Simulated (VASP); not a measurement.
Wanted: the native input for a VASP 6.6.1 run.

| Quantity | Value |
| --- | --- |
| Task | single point |
| Functional | r2SCAN |
| Potentials or basis | VASP PAW PBE potentials, release 64 (Ti_sv, O) |
| Cutoff | 520 eV |
| k mesh | 5 × 5 × 6 |
| Occupations | fermi-dirac, width 0.03 eV |
| Spin | collinear spin |
| Starting moments | [1.0, 1.0, 0.0, 0.0, 0.0, 0.0] μB |
| Dipole correction | no |
| Further INCAR settings | ALGO = Normal; EDIFF = 1e-06; NBANDS = 37; ISYM = 0 |

TiO2:

```
Ti O
1.0
    -1.89855    1.89855    4.78950
     1.89855   -1.89855    4.78950
     1.89855    1.89855   -4.78950
Ti O
2 4
Direct
  0.00000 0.00000 0.00000
  0.75000 0.25000 0.50000
  0.20780 0.20780 0.00000
  0.95780 0.45780 0.50000
  0.54220 0.04220 0.50000
  0.79220 0.79220 0.00000
```

One way to write it, as run:

POSCAR

```
TiO2
1.0
   -1.8985500000      1.8985500000      4.7895000000
    1.8985500000     -1.8985500000      4.7895000000
    1.8985500000      1.8985500000     -4.7895000000
Ti O
2 4
Direct
    0.0000000000      0.0000000000      0.0000000000
    0.7500000000      0.2500000000      0.5000000000
    0.2078000000      0.2078000000      0.0000000000
    0.9578000000      0.4578000000      0.5000000000
    0.5422000000      0.0422000000      0.5000000000
    0.7922000000      0.7922000000      0.0000000000
```

INCAR.step1

```
SYSTEM = TiO2
PREC = Accurate
ENCUT = 520
ISMEAR = -1
SIGMA = 0.03
LREAL = .FALSE.
LASPH = .TRUE.
NELM = 150
ISPIN = 2
MAGMOM = 1 1 0 0 0 0
LMAXMIX = 4
ISYM = 0
NBANDS = 37
GGA = PE
ALGO = Normal
EDIFF = 1E-4
LWAVE = .TRUE.
LCHARG = .FALSE.
```

INCAR.step2

```
SYSTEM = TiO2
PREC = Accurate
ENCUT = 520
EDIFF = 1E-6
ISMEAR = -1
SIGMA = 0.03
LREAL = .FALSE.
LASPH = .TRUE.
NELM = 150
ALGO = Normal
ISIF = 2
LWAVE = .FALSE.
LCHARG = .FALSE.
ISPIN = 2
MAGMOM = 1 1 0 0 0 0
LORBIT = 11
LMAXMIX = 4
METAGGA = R2SCAN
LMIXTAU = .TRUE.
ISYM = 0
NBANDS = 37
ISTART = 1
```

KPOINTS

```
regular mesh
0
G
  5 5 6
  0 0 0
```

Potentials or basis: VASP PAW PBE potentials, release 64 (Ti_sv, O).

Launch:

```bash
$ cat potpaw_PBE.64/Ti_sv/POTCAR potpaw_PBE.64/O/POTCAR > POTCAR
$ cp INCAR.step1 INCAR
$ mpirun -np 1 vasp_std > vasp.out
$ cp INCAR.step2 INCAR
$ mpirun -np 1 vasp_std > vasp.out
```

It gave:

```json
{
 "Pressure": "-1.2 GPa",
 "Largest force": "0.041 eV/Å",
 "Band gap on the k mesh": "2.52 eV (least direct gap 2.93 eV)",
 "Net moment": "0.00 μB per cell",
 "Valence electrons inside the program's atomic spheres": "Ti 10.18; O 5.10"
}
```

Caveat: the PAW data sets were made with another functional, which shifts forces and pressure a little.

It took 60 min on 1 thread of Oxide Virtual Turin-like Processor (shared host), peak memory 0.49 GiB.
